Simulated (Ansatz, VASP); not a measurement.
**CdSe in VASP and in Ansatz**

Contents of INCAR:

```
PREC = Accurate
ENCUT = 520
EDIFF = 1E-7
ISMEAR = 0
SIGMA = 0.1
LREAL = F
LASPH = T
NELM = 80
ALGO = Normal
ISIF = 2
LWAVE = F
LCHARG = F
GGA = PE
NBANDS = 16
```

Contents of KPOINTS:

```
Automatic mesh
0
Gamma
  12 12 12
```

The input POSCAR:

```
CdSe
1.0
    0.0000000000      2.9248521940      2.9248521940
    2.9248521940      0.0000000000      2.9248521940
    2.9248521940      2.9248521940      0.0000000000
Cd Se
1 1
Direct
    0.0000000000      0.0000000000      0.0000000000
    0.5000000000      0.5000000000      0.5000000000
```

Input for Ansatz:

```yaml
crystal:
  lattice:
    - [0.0, 2.924852194, 2.924852194]
    - [2.924852194, 0.0, 2.924852194]
    - [2.924852194, 2.924852194, 0.0]
  atoms:
    - { symbol: Cd, position: [0.0, 0.0, 0.0] }
    - { symbol: Se, position: [0.5, 0.5, 0.5] }
basis:
  ecutwfc: 420
kpoints:
  mp_grid: { grid: [12, 12, 12] }
hamiltonian:
  xc: pbe
scf:
  occupations: { method: gaussian, width: 0.1 }
output:
  forces: true
  stress: true
  eigenvalues: true
```

Alike in both runs: task single point; functional PBE; k mesh 12 × 12 × 12; occupations gaussian, width 0.1 eV; no spin polarisation.

|  | VASP | Ansatz |
| --- | --- | --- |
| version | VASP 6.6.1 | Ansatz 0.2.0 |
| potentials or method | VASP PAW PBE potentials, release 64 (Cd, Se), cutoff 520 eV | scalar-relativistic, plane waves, PAW |
| valence electrons in the cell | 18 | 36 |

```csv
,VASP,Ansatz,Ansatz less VASP
gap on the k mesh at the Fermi level (eV),none,none,-
pressure (GPa),-2.8,-3.0,-0.25
```

A gap of «none» marks a metal or a gap that the smearing closes. VASP's potentials hold 18 valence electrons a cell and Ansatz's 36, so a difference there can come from the potentials and not from the codes.
